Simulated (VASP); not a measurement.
The system is MgO.

```
Mg O
1.0
     0.00000    2.10217    2.10217
     2.10217    0.00000    2.10217
     2.10217    2.10217    0.00000
Mg O
1 1
Direct
  0.00000 0.00000 0.00000
  0.50000 0.50000 0.50000
```

Program: VASP 6.6.1. Alike in all runs: task single point; no spin polarisation; cell as given; smearing gaussian 0.01 eV.

Question: Order these runs on this cell by their pressure, lowest first.
A. level LDA; potentials or basis VASP PAW LDA potentials, release 64 (Mg, O); k mesh 8 × 8 × 8; cutoff (eV) 600
B. level PBE; potentials or basis VASP PAW PBE potentials, release 64 (Mg, O); k mesh 10 × 10 × 10; cutoff (eV) 600
C. level r2SCAN; potentials or basis VASP PAW PBE potentials, release 64 (Mg, O); k mesh 10 × 10 × 10; cutoff (eV) 660

Answer: A (-7.2 GPa), C (-1.4 GPa), B (4.6 GPa).

Caveats: the PAW data sets were made with another functional, which shifts forces and pressure a little (some runs).
